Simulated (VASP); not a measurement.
Set up this calculation in VASP 6.6.1, as the native input.

```yaml
Task: single point
Functional: LDA
Potentials_or_basis: VASP PAW LDA potentials, release 64 (Ir)
Cutoff: 520 eV
k_mesh: 22 × 22 × 22
Occupations: gaussian, width 0.15 eV
Spin: no spin polarisation
Dipole_correction: no
Further_INCAR_settings: ALGO = Normal; EDIFF = 1e-06; NBANDS = 10
```

The structure of Ir lies in POSCAR:

```
Ir
1.0
    0.0000000000      1.9550769059      1.8098146918
    1.9550769059      0.0000000000      1.8098146918
    1.9550769059      1.9550769059      0.0000000000
Ir
1
Direct
    0.0000000000      0.0000000000      0.0000000000
```

This cell differs from its parent crystal: volume 13.835 Å^3 an atom, c/a of the conventional cell 0.9257.

These files were run (other wordings do the same):

INCAR

```
SYSTEM = Ir
ALGO = Normal ; EDIFF = 1E-6
ENCUT = 520 ; GGA = CA
ISIF = 2 ; ISMEAR = 0
LASPH = .TRUE. ; LCHARG = .FALSE.
LREAL = .FALSE. ; LWAVE = .FALSE.
NBANDS = 10 ; NELM = 100
PREC = Accurate ; SIGMA = 0.15
```

KPOINTS

```
k-points
0
G
  22 22 22
  0 0 0
```

Potentials or basis: VASP PAW LDA potentials, release 64 (Ir).

Command:

```sh
$ cat potpaw_LDA.64/Ir/POTCAR > POTCAR
$ mpirun -np 1 vasp_std > vasp.out
```

It gave:

```
Pressure : 4.1 GPa
```

Run time: 33 s on 1 thread of Intel(R) Xeon(R) 6975P-C (Granite Rapids) (shared host), peak memory 0.23 GiB.
